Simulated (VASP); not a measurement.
# CuS (F-43m) in VASP: single point with LDA

Aim: the single point of CuS with LDA.

Program: VASP 6.6.1. These are calculated values, not measurements. Logs are shortened: lines on timing, memory, paths and dates and some standing lists are left out, and cuts for length are marked.

**1. The cell of the first run**

Symmetry: F-43m, No. 216, cubic system. Conventional cell: a = 5.069 Å, b = 5.069 Å, c = 5.069 Å, α = 90.00°, β = 90.00°, γ = 90.00°. Within 2.9 Å of Cu (site symmetry -43m) lie 4 S at 2.20 Å. S (site symmetry -43m) has 4 Cu at 2.20 Å within 2.9 Å.

**2. Single point, LDA**

Input file INCAR:

```
SYSTEM = CuS
ALGO     = Normal         ! electronic algorithm
EDIFF    = 1E-7           ! SCF threshold, eV
ENCUT    = 520            ! plane-wave cutoff, eV
ISIF     = 2              ! what is computed and relaxed
ISMEAR   = 0              ! smearing method
LASPH    = .True.         ! aspherical terms in the spheres
LCHARG   = .True.         ! write CHGCAR
LELF     = .True.         ! ELF
LREAL    = .False.        ! projectors in reciprocal space
LVHAR    = .True.       
LWAVE    = .False.        ! write WAVECAR
NBANDS   = 16             ! bands
NELM     = 80             ! most SCF steps
PREC     = Accurate       ! precision mode
SIGMA    = 0.15           ! smearing width, eV
```

Input file KPOINTS:

```
k-points
0
Gamma
  16 16 16
  0 0 0
```

Input file POSCAR:

```
CuS
1.0
    0.0000000000      2.5346982984      2.5346982984
    2.5346982984      0.0000000000      2.5346982984
    2.5346982984      2.5346982984      0.0000000000
Cu S
1 1
Direct
    0.2500000000      0.2500000000      0.2500000000
    0.0000000000      0.0000000000      0.0000000000
```

Potentials or basis: VASP PAW LDA potentials, release 64 (Cu, S).

Launch:

```sh
$ cat potpaw_LDA.64/Cu/POTCAR potpaw_LDA.64/S/POTCAR > POTCAR
$ mpirun -np 1 vasp_std > vasp.out
```

OUTCAR:

```text
SYSTEM = CuS
   EDIFF = 1E-7
   ENCUT = 520
   ISIF = 2
   ISMEAR = 0
   LASPH = .True.
   LREAL = .False.
   NELM = 80
   PREC = Accurate

 ion  position               nearest neighbor table
   1  0.250  0.250  0.250-   2 2.20   2 2.20   2 2.20   2 2.20
   2  0.000  0.000  0.000-   1 2.20   1 2.20   1 2.20   1 2.20

  LATTYP: Found a face centered cubic cell.
 ALAT       =     5.0693965968

  Lattice vectors:

 A1 = (   0.0000000000,   2.5346982984,   2.5346982984)
 A2 = (   2.5346982984,   0.0000000000,   2.5346982984)
 A3 = (   2.5346982984,   2.5346982984,   0.0000000000)

Analysis of symmetry for initial positions (statically):
=====================================================================
 Subroutine PRICEL returns:
 Original cell was already a primitive cell.

 Routine SETGRP: Setting up the symmetry group for a
 face centered cubic supercell.

 Subroutine GETGRP returns: Found 24 space group operations
 (whereof 24 operations were pure point group operations)
 out of a pool of 48 trial point group operations.

The static configuration has the point symmetry T_d .

Analysis of symmetry for dynamics (positions and initial velocities):
=====================================================================
 Subroutine PRICEL returns:
 Original cell was already a primitive cell.

 Routine SETGRP: Setting up the symmetry group for a
 face centered cubic supercell.

 Subroutine GETGRP returns: Found 24 space group operations
 (whereof 24 operations were pure point group operations)
 out of a pool of 48 trial point group operations.

The dynamic configuration has the point symmetry T_d .

 Subroutine INISYM returns: Found 24 space group operations
 (whereof 24 operations are pure point group operations),
 and found     1 'primitive' translations

----------------------------------------------------------------------------------------

                                     Primitive cell

  volume of cell :      32.5693

  direct lattice vectors                    reciprocal lattice vectors
     0.000000000  2.534698298  2.534698298    -0.197262136  0.197262136  0.197262136
     2.534698298  0.000000000  2.534698298     0.197262136 -0.197262136  0.197262136
     2.534698298  2.534698298  0.000000000     0.197262136  0.197262136 -0.197262136

  length of vectors
     3.584604710  3.584604710  3.584604710     0.341668042  0.341668042  0.341668042

  position of ions in fractional coordinates (direct lattice)
     0.250000000  0.250000000  0.250000000
     0.000000000  0.000000000  0.000000000

  ion indices of the primitive-cell ions
   primitive index   ion index
                 1           1
                 2           2

----------------------------------------------------------------------------------------

 KPOINTS: k-points

Automatic generation of k-mesh.
 Grid dimensions read from file:
 generate k-points for:   16   16   16

 Generating k-lattice:

  Cartesian coordinates                     Fractional coordinates (reciprocal lattice)
    -0.012328883  0.012328883  0.012328883     0.062500000  0.000000000  0.000000000
     0.012328883 -0.012328883  0.012328883     0.000000000  0.062500000  0.000000000
     0.012328883  0.012328883 -0.012328883     0.000000000  0.000000000  0.062500000

  Length of vectors
     0.021354253  0.021354253  0.021354253

  Shift w.r.t. Gamma in fractional coordinates (k-lattice)
     0.000000000  0.000000000  0.000000000

 Subroutine IBZKPT returns following result:
 ===========================================

 Found    145 irreducible k-points:

 Following reciprocal coordinates:
            Coordinates               Weight
  0.000000  0.000000  0.000000      1.000000
  0.062500  0.000000  0.000000      8.000000
  0.125000  0.000000  0.000000      8.000000
  0.187500  0.000000  0.000000      8.000000
  0.250000  0.000000  0.000000      8.000000
  0.312500  0.000000  0.000000      8.000000
[... 16 lines left out ...]
 -0.125000  0.062500  0.000000     24.000000
 -0.062500  0.062500  0.000000     12.000000
 [... further k-points ...]
   k-points           NKPTS =    145   k-points in BZ     NKDIM =    145   number of bands    NBANDS=     16
   number of dos      NEDOS =    301   number of ions     NIONS =      2
   total plane-waves  NPLWV =  21952
   dimension x,y,z NGX =    28 NGY =   28 NGZ =   28
   dimension x,y,z NGXF=    56 NGYF=   56 NGZF=   56
   ions per type =               1   1
   NGX,Y,Z   is equivalent  to a cutoff of  12.99, 12.99, 12.99 a.u.
   NGXF,Y,Z  is equivalent  to a cutoff of  25.97, 25.97, 25.97 a.u.
 SYSTEM =  CuS
   PREC   = accura    normal or accurate (medium, high low for compatibility)
   ISTART =      0    job   : 0-new  1-cont  2-samecut
   ICHARG =      2    charge: 1-file 2-atom 10-const
   ISPIN  =      1    spin polarized calculation?
   LNONCOLLINEAR =      F non collinear calculations
   LSORBIT =      F    spin-orbit coupling
   LASPH  =      T    aspherical Exc in radial PAW
   ENCUT  =  520.0 eV  38.22 Ry    6.18 a.u.   6.66  6.66  6.66*2*pi/ulx,y,z
   NELM   =     80;   NELMIN=  2; NELMDL= -5     # of ELM steps
   EDIFF  = 0.1E-06   stopping-criterion for ELM
   LREAL  =      F    real-space projection
   EDIFFG = 0.1E-05   stopping-criterion for IOM
   NSW    =      0    number of steps for IOM
   IBRION =     -1    ionic relax: 0-MD 1-quasi-New 2-CG
   NFREE  =      0    steps in history (QN), initial steepest desc. (CG)
   ISIF   =      2    stress and relaxation
   ISYM   =      2    0-nonsym 1-usesym 2-fastsym
   POTIM  = 0.5000    time-step for ionic-motion
   TEBEG  =    0.0;   TEEND  =   0.0 temperature during run
   PSTRESS=    0.0 pullay stress
   NELECT =      17.0000    total number of electrons
   NUPDOWN=      -1.0000    fix difference up-down
   EMIN   =  10.00;   EMAX   =-10.00  energy-range for DOS
   EFERMI =   0.00;   METHOD = LEGACY
   ISMEAR =     0;   SIGMA  =   0.15  broadening in eV -4-tet -1-fermi 0-gaus
   EFERMI_NEDOS =   21; number of points for ismear=-14 and -15
   IALGO  =     38    algorithm
   IMIX   =      4    mixing-type and parameters
     AMIX     =   0.40;   BMIX     =  1.00
     AMIX_MAG =   1.60;   BMIX_MAG =  1.00
  volume/ion in A,a.u.               =      16.28       109.89
  Fermi-wavevector in a.u.,A,eV,Ry     =   1.318120  2.490885 23.639302  1.737440
  Thomas-Fermi vector in A             =   2.448112
   LORBIT       =      0    0 simple, 1 ext, 2 COOP (PROOUT), +10 PAW based schemes
   GGA     = CA    functional components
   LHFCALC =     F    Hartree Fock is set to
   AEXX    =    0.0000 exact exchange contribution
   IVDW    =     0    specifies the selected vdW correction
   LEPSILON=     F    determine dielectric tensor
   LRPA    =     F    only Hartree local field effects (RPA)
 non-spin polarized calculation
 Gauss-broadening in eV      SIGMA  =   0.15
  energy-cutoff  :      520.00
  volume of cell :       32.57
 maximum number of plane-waves:       901
   NGX = 13   NGY = 13   NGZ = 13

 number of electron      17.0000000 magnetization

 Free energy of the ion-electron system (eV)
  ---------------------------------------------------
  ext. energy  EPLUGINS =         0.00000000
  ---------------------------------------------------
  free energy    TOTEN  =        -9.86329603 eV

  energy without entropy =       -9.84612124  energy(sigma->0) =       -9.85470863

 E-fermi :   5.0231     XC(G=0): -10.9138

 val. band max:        5.0196907788   @ k =   0.4375   0.2500   0.1250
 cond. band min:       5.0358591223   @ k =   0.1875   0.1250   0.0000
 fundamental gap:      0.0161683434
 Fermi energy:         5.0230801092

 k-point     1 :       0.0000    0.0000    0.0000
  band No.  band energies     occupation
      1      -9.1635      2.00000
      2       0.4272      2.00000
      3       0.4272      2.00000
      4       0.4272      2.00000
      5       2.1023      2.00000
      6       2.1023      2.00000
[... 8 lines left out ...]
     15      17.8739      0.00000
     16      19.2343      0.00000

 k-point     2 :       0.0625    0.0000    0.0000
  band No.  band energies     occupation
      1      -9.1246      2.00000
      2       0.3855      2.00000
      3       0.4376      2.00000
      4       0.4376      2.00000
      5       2.0993      2.00000
      6       2.0993      2.00000
[... 8 lines left out ...]
     15      17.6276      0.00000
     16      19.4251      0.00000

 k-point     3 :       0.1250    0.0000    0.0000
  band No.  band energies     occupation
      1      -9.0111      2.00000
      2       0.2643      2.00000
      3       0.4665      2.00000
      4       0.4665      2.00000
      5       2.0926      2.00000
      6       2.0926      2.00000
[... 8 lines left out ...]
     15      17.1813      0.00000
     16      19.4738      0.00000

 k-point     4 :       0.1875    0.0000    0.0000
  band No.  band energies     occupation
      1      -8.8325      2.00000
      2       0.0742      2.00000
      3       0.5082      2.00000
      4       0.5082      2.00000
      5       2.0882      2.00000
      6       2.0882      2.00000
[... 8 lines left out ...]
     15      16.8930      0.00000
     16      19.0408      0.00000

 k-point     5 :       0.2500    0.0000    0.0000
  band No.  band energies     occupation
      1      -8.6063      2.00000
      2      -0.1688      2.00000
      3       0.5540      2.00000
      4       0.5540      2.00000
      5       2.0935      2.00000
      6       2.0935      2.00000
[... 8 lines left out ...]
     15      16.9636      0.00000
     16      18.6245      0.00000

 k-point     6 :       0.3125    0.0000    0.0000
  band No.  band energies     occupation
      1      -8.3595      2.00000
      2      -0.4414      2.00000
      3       0.5952      2.00000
      4       0.5952      2.00000
      5       2.1126      2.00000
      6       2.1126      2.00000
[... 8 lines left out ...]
     15      17.4455      0.00000
     16      18.4039      0.00000
[... 267 lines left out ...]
 k-point    21 :      -0.2500    0.0625    0.0000
  band No.  band energies     occupation
      1      -8.4965      2.00000
      2      -0.2587      2.00000
      3       0.5547      2.00000
      4       0.5809      2.00000
      5       2.0598      2.00000
      6       2.1343      2.00000
[... 8 lines left out ...]
     15      17.7345      0.00000
     16      18.9326      0.00000

 k-point    22 :      -0.1875    0.0625    0.0000
  band No.  band energies     occupation
      1      -8.7306      2.00000
      2      -0.0170      2.00000
      3       0.5178      2.00000
      4       0.5344      2.00000
      5       2.0550      2.00000
      6       2.1193      2.00000
[... 8 lines left out ...]
     15      17.3447      0.00000
     16      19.3332      0.00000

 k-point    23 :      -0.1250    0.0625    0.0000
  band No.  band energies     occupation
      1      -8.9255      2.00000
      2       0.1814      2.00000
      3       0.4809      2.00000
      4       0.4893      2.00000
      5       2.0653      2.00000
      6       2.1119      2.00000
[... 8 lines left out ...]
     15      17.3326      0.00000
     16      19.7864      0.00000

 k-point    24 :      -0.0625    0.0625    0.0000
  band No.  band energies     occupation
      1      -9.0609      2.00000
      2       0.3195      2.00000
      3       0.4521      2.00000
      4       0.4547      2.00000
      5       2.0827      2.00000
      6       2.1071      2.00000
[... 8 lines left out ...]
     15      17.5691      0.00000
     16      19.7430      0.00000

 [... further k-points ...]
[... 5 lines left out ...]
  --------------------------------------------------------------------------------------
  -------------------------------------------------------------------------------------
  Total        0.0516929      0.0516929      0.0516929      0.0000000      0.0000000     -0.0000000
  in kB        2.5429195      2.5429195      2.5429195      0.0000000      0.0000000     -0.0000000
  external PRESSURE =       2.5429195 kB  Pullay stress =       0.0000000 kB

 VOLUME and BASIS-vectors are now :
 -----------------------------------------------------------------------------
  energy-cutoff  :      520.00
  volume of cell :       32.57
      direct lattice vectors                 reciprocal lattice vectors
     0.000000000  2.534698298  2.534698298    -0.197262136  0.197262136  0.197262136
     2.534698298  0.000000000  2.534698298     0.197262136 -0.197262136  0.197262136
     2.534698298  2.534698298  0.000000000     0.197262136  0.197262136 -0.197262136

 POSITION                                       TOTAL-FORCE (eV/Angst)
 -----------------------------------------------------------------------------------
      1.26735      1.26735      1.26735        -0.000000     -0.000000     -0.000000
      0.00000      0.00000      0.00000         0.000000      0.000000      0.000000
 -----------------------------------------------------------------------------------
    total drift:                               -0.000001     -0.000001     -0.000002

  FREE ENERGIE OF THE ION-ELECTRON SYSTEM (eV)
  ---------------------------------------------------
  free  energy   TOTEN  =        -9.8632960255 eV

  energy  without entropy=       -9.8461212391  energy(sigma->0) =       -9.85470863
```

Wall time 99 s (1 thread of Intel Xeon Platinum 8488C (Sapphire Rapids), shared host); peak memory 0.19 GiB.

What came out:

| Item | Value |
| --- | --- |
| Free energy | -9.8633 eV |
| Pressure | 0.3 GPa |
| Band gap on the k mesh | zero (an odd number of electrons rules out a gap without spin polarisation) |
